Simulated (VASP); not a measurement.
A run of VASP 6.6.1:

INCAR

```
SYSTEM = CdSe
PREC     = Accurate       ! precision mode
ENCUT    = 520            ! plane-wave cutoff, eV
EDIFF    = 1E-7           ! SCF threshold, eV
ISMEAR   = 0              ! smearing method
SIGMA    = 0.05           ! smearing width, eV
LREAL    = .FALSE.        ! projectors in reciprocal space
LASPH    = .TRUE.         ! aspherical terms in the spheres
NELM     = 80             ! most SCF steps
ALGO     = Normal         ! electronic algorithm
ISIF     = 2              ! what is computed and relaxed
LWAVE    = .FALSE.        ! write WAVECAR
LCHARG   = .FALSE.        ! write CHGCAR
GGA      = PE             ! functional
NBANDS   = 16             ! bands
```

The input KPOINTS:

```
Automatic mesh
0
G
  10 10 10
  0 0 0
```

Contents of POSCAR:

```
CdSe
1.0
   -0.3408256141      2.9434939398      3.0984146735
    3.0984146735     -0.3408256141      3.0984146735
    2.7575890594      2.6026683257      0.0000000000
Cd Se
1 1
Direct
    0.0000000000      0.0000000000      0.0000000000
    0.7500000000      0.7500000000      0.7500000000
```

Potentials or basis: VASP PAW PBE potentials, release 64 (Cd, Se).

Command:

```bash
$ cat potpaw_PBE.64/Cd/POTCAR potpaw_PBE.64/Se/POTCAR > POTCAR
$ mpirun -np 1 vasp_std > vasp.out
```

Hardware: 1 thread of Intel(R) Xeon(R) 6975P-C (Granite Rapids), on a shared host.

Question: How long does it take, and how much memory?

Answer: It took 76 s on 1 thread of Intel(R) Xeon(R) 6975P-C (Granite Rapids), with other jobs on the host, peak memory 0.38 GiB. Counts: scf iterations 14, k points 282.
